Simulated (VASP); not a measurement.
Input of a VASP 6.6.1 run:

File INCAR:

```
SYSTEM = SnTe
PREC     = Accurate       ! precision mode
ENCUT    = 500            ! plane-wave cutoff, eV
EDIFF    = 1E-6           ! SCF threshold, eV
ISMEAR   = 0              ! smearing method
SIGMA    = 0.03           ! smearing width, eV
LREAL    = .FALSE.        ! projectors in reciprocal space
LASPH    = .TRUE.         ! aspherical terms in the spheres
NELM     = 120            ! most SCF steps
ALGO     = Normal         ! electronic algorithm
ISIF     = 2              ! what is computed and relaxed
LWAVE    = .FALSE.        ! write WAVECAR
LCHARG   = .TRUE.         ! write CHGCAR
GGA      = PS             ! functional
LELF     = .TRUE.         ! ELF
LVHAR    = .TRUE.       
NBANDS   = 17             ! bands
GGA_COMPAT= .FALSE.
```

The input KPOINTS:

```
Automatic mesh
0
G
  10 10 10
  0 0 0
```

The input POSCAR:

```
SnTe
1.0
    0.0000000000      3.3143250000      3.2354125000
    3.3143250000      0.0000000000      3.2354125000
    3.3143250000      3.3143250000      0.0000000000
Sn Te
1 1
Direct
    0.0000000000      0.0000000000      0.0000000000
    0.5000000000      0.5000000000      0.5000000000
```

Potentials or basis: VASP PAW PBE potentials, release 64 (Sn_d, Te).

Launch:

```sh
$ cat potpaw_PBE.64/Sn_d/POTCAR potpaw_PBE.64/Te/POTCAR > POTCAR
$ mpirun -np 1 vasp_std > vasp.out
```

Task: Predict the band gap on the k mesh.

Result: 0.18 eV.

Task: What does it give for the pressure?

Result: -4.6 GPa.

Stress tensor (GPa, compression positive):
```
-5.26  0.00  0.00
 0.00 -5.26  0.00
 0.00  0.00 -3.38
```

Caveat: the cell differs from its parent crystal (strain +0.050 along x and y, +0.025 along z); the cell stands under tension; the PAW data sets were made with another functional, which shifts forces and pressure a little; spin-orbit coupling is left out, which moves the levels of the heavy elements. A k mesh can miss the band edges.
